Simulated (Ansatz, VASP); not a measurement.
This is a calculation of TiCo for Ansatz 0.2.0.

input.yaml

```yaml
crystal:
  lattice:
    - [2.9457531915, 0.0, 0.0]
    - [0.0, 2.9457531915, 0.0]
    - [0.0, 0.0, 2.9457531915]
  atoms:
    - { symbol: Co, position: [0.5, 0.5, 0.5], spin: 2.0 }
    - { symbol: Ti, position: [0.0, 0.0, 0.0], spin: 1.0 }
kpoints:
  mp_grid: { grid: [9, 9, 9] }
scf:
  occupations: { method: fermi_dirac, width: 0.05 }
hamiltonian:
  xc: pbesol
  pseudopotentials: { kind: all_electron, lapw: { basis_error: 0.0005 } }
magnetization:
  spin_polarized: true
output:
  forces: true
  stress: true
  eigenvalues: true
```

Potentials or basis: all-electron LAPW, scalar-relativistic.

The run is started by

```console
$ ansatz run input.yaml --threads 2 --pin off --max-ram 6144MiB --backend cpu --events-out ev --progress --plain --runs-dir out
```

Translate it to VASP 6.6.1. Potentials there: VASP PAW PBE potentials, release 64 (Co, Ti_sv).

As run (the cutoff follows the program's own potentials):

File INCAR:

```
ALGO = Normal
EDIFF = 1E-6
ENCUT = 520
GGA = PS
ISIF = 2
ISMEAR = -1
ISPIN = 2
LASPH = True
LCHARG = False
LMAXMIX = 4
LORBIT = 11
LREAL = False
LWAVE = False
MAGMOM = 2 1
NBANDS = 22
NELM = 150
PREC = Accurate
SIGMA = 0.05
```

The input KPOINTS:

```
k-points
0
Gamma
  9 9 9
```

POSCAR

```
TiCo
1.0
    2.9457531915      0.0000000000      0.0000000000
    0.0000000000      2.9457531915      0.0000000000
    0.0000000000      0.0000000000      2.9457531915
Co Ti
1 1
Direct
    0.5000000000      0.5000000000      0.5000000000
    0.0000000000      0.0000000000      0.0000000000
```

Potentials or basis: VASP PAW PBE potentials, release 64 (Co, Ti_sv).

The run is started by

```bash
$ cat potpaw_PBE.64/Co/POTCAR potpaw_PBE.64/Ti_sv/POTCAR > POTCAR
$ mpirun -np 1 vasp_std > vasp.out
```

Both were run:

|  | VASP | Ansatz | Ansatz less VASP |
| --- | --- | --- | --- |
| gap on the k mesh at the Fermi level (eV) | none | none | - |
| pressure (GPa) | -2.0 | -1.4 | +0.52 |
| net moment per atom (μB) | 0.29 | 0.32 | +0.028 |
| size of the moment on the site where the two differ most (μB) | 0.64 | 0.71 | +0.068 |

VASP's potentials were made for PBE, not for PBEsol. Site moments also hang on the region over which each program counts them. A gap of «none» marks a metal or a gap that the smearing closes. Ansatz ran all-electron here, and VASP with PAW potentials.
